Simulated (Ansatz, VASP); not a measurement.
**One calculation of InSe, two programs**

Contents of INCAR:

```
PREC = Accurate
ENCUT = 400
EDIFF = 1E-6
ISMEAR = 0
SIGMA = 0.05
LREAL = False
LASPH = True
NELM = 120
ALGO = Normal
ISIF = 2
LWAVE = False
LCHARG = False
LDIPOL = True
IDIPOL = 3
DIPOL = 0.5 0.5 0.412
GGA = PE
IVDW = 12
NBANDS = 48
GGA_COMPAT = False
NELMDL = -8
```

File KPOINTS:

```
Automatic mesh
0
Gamma
  9 9 1
```

The input POSCAR:

```
InSe
1.0
    4.0266103653      0.0000000000      0.0000000000
   -2.0133051827      3.4871468675      0.0000000000
    0.0000000000      0.0000000000     28.2707107737
Se In
4 4
Direct
    0.0000000000      0.0000000000      0.1591753400
    0.0000000000      0.0000000000      0.3496677344
    0.2222222222      0.4444444444      0.4738244996
    0.2222222222      0.4444444444      0.6643168940
    0.6666666667      0.3333333333      0.2049979902
    0.6666666667      0.3333333333      0.3038451596
    0.8888888889      0.7777777778      0.5196471499
    0.8888888889      0.7777777778      0.6184943192
```

Input for Ansatz:

```yaml
crystal:
  lattice:
    - [4.0266103653, 0.0, 0.0]
    - [-2.0133051827, 3.4871468675, 0.0]
    - [0.0, 0.0, 28.2707107737]
  atoms:
    - { symbol: Se, position: [0.0, 0.0, 0.15917534] }
    - { symbol: In, position: [0.6666666667, 0.3333333333, 0.2049979902] }
    - { symbol: In, position: [0.6666666667, 0.3333333333, 0.3038451596] }
    - { symbol: Se, position: [0.0, 0.0, 0.3496677344] }
    - { symbol: Se, position: [0.2222222222, 0.4444444444, 0.4738244996] }
    - { symbol: In, position: [0.8888888889, 0.7777777778, 0.5196471499] }
    - { symbol: In, position: [0.8888888889, 0.7777777778, 0.6184943192] }
    - { symbol: Se, position: [0.2222222222, 0.4444444444, 0.664316894] }
basis:
  ecutwfc: 420
kpoints:
  mp_grid: { grid: [9, 9, 1] }
hamiltonian:
  xc: pbe
  pseudopotentials: { kind: paw, azcp: { folder: soft_1 } }
  dispersion: d3bj
scf:
  occupations: { method: gaussian, width: 0.05 }
output:
  forces: true
  eigenvalues: true
efield:
  axis: 3
  dipole_correction: true
  ramp_width: 0.04
```

Alike in both runs: task single point; functional PBE; dispersion D3(BJ); k mesh 9 × 9 × 1; occupations gaussian, width 0.05 eV; no spin polarisation.

```csv
,VASP,Ansatz
version,VASP 6.6.1,Ansatz 0.2.0
potentials or method,"VASP PAW PBE potentials, release 64 (Se, In_d), cutoff 400 eV","scalar-relativistic, plane waves, PAW"
valence electrons in the cell,76,116
```

|  | VASP | Ansatz | Ansatz less VASP |
| --- | --- | --- | --- |
| gap on the k mesh at the Fermi level (eV) | 1.20 | 1.21 | +0.010 |
| least direct gap on the mesh (eV) | 1.24 | 1.25 | +0.009 |
| rms of the force components (eV/Å) | 0.020 | 0.018 | -0.0024 |

VASP's potentials hold 76 valence electrons a cell and Ansatz's 116, so a difference there can come from the potentials and not from the codes.
